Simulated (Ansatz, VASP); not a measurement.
SrO: VASP beside Ansatz

POSCAR

```
SrO
1.0
    0.0000000000      2.5803128232      2.5803128232
    2.5803128232      0.0000000000      2.5803128232
    2.5803128232      2.5803128232      0.0000000000
Sr O
1 1
Direct
    0.5000000000      0.5000000000      0.5000000000
    0.0000000000      0.0000000000      0.0000000000
```

INCAR.step1

```
SYSTEM = SrO
ALGO = Normal
EDIFF = 1E-4
ENCUT = 520
GGA = PE
ISMEAR = 0
LASPH = .TRUE.
LCHARG = .FALSE.
LREAL = .FALSE.
LWAVE = .TRUE.
NBANDS = 15
NELM = 60
PREC = Accurate
SIGMA = 0.02
```

Contents of INCAR.step2:

```
SYSTEM = SrO
ALGO = Normal
EDIFF = 1E-6
ENCUT = 520
ISIF = 2
ISMEAR = 0
ISTART = 1
LASPH = .TRUE.
LCHARG = .FALSE.
LMIXTAU = .TRUE.
LREAL = .FALSE.
LWAVE = .FALSE.
METAGGA = R2SCAN
NBANDS = 15
NELM = 60
PREC = Accurate
SIGMA = 0.02
```

KPOINTS

```
k-points
0
G
  8 8 8
  0 0 0
```

Input for Ansatz:

```yaml
crystal:
  lattice:
    - [0.0, 2.5803128232, 2.5803128232]
    - [2.5803128232, 0.0, 2.5803128232]
    - [2.5803128232, 2.5803128232, 0.0]
  atoms:
    - { symbol: Sr, position: [0.5, 0.5, 0.5] }
    - { symbol: O, position: [0.0, 0.0, 0.0] }
basis:
  ecutwfc: 500
kpoints:
  mp_grid: { grid: [8, 8, 8] }
  band_path:
    path:
      - [[0.0, 0.0, 0.0], [0.5, 0.0, 0.5], [0.625, 0.25, 0.625]]
      - [[0.375, 0.375, 0.75], [0.0, 0.0, 0.0], [0.5, 0.5, 0.5], [0.5, 0.25, 0.75], [0.5, 0.0, 0.5]]
    npoints: 14
hamiltonian:
  xc: r2scan
scf:
  occupations: { method: gaussian, width: 0.02 }
  n_extra_bands: 6
output:
  forces: true
  stress: true
  eigenvalues: true
  populations: true
  dos: { projected: true, de: 0.02, nscf_kmesh: { grid: [12, 12, 12] } }
  bader: true
```

Alike in both runs: task single point; functional r2SCAN; k mesh 8 × 8 × 8; occupations gaussian, width 0.02 eV; no spin polarisation.

```csv
,VASP,Ansatz
version,VASP 6.6.1,Ansatz 0.2.0
potentials or method,"VASP PAW PBE potentials, release 64 (Sr_sv, O), cutoff 520 eV","scalar-relativistic, plane waves, PAW"
valence electrons in the cell,16,16
```

Ansatz gave:

* gap on the k mesh at the Fermi level (eV): 3.80
* least direct gap on the mesh (eV): 3.88
* pressure (GPa): 0.0

Problem. What did VASP give for the same quantities?

Solution. gap on the k mesh at the Fermi level (eV): 3.75; least direct gap on the mesh (eV): 3.84; pressure (GPa): 0.5.

VASP's potentials were made for PBE, not for r2SCAN.
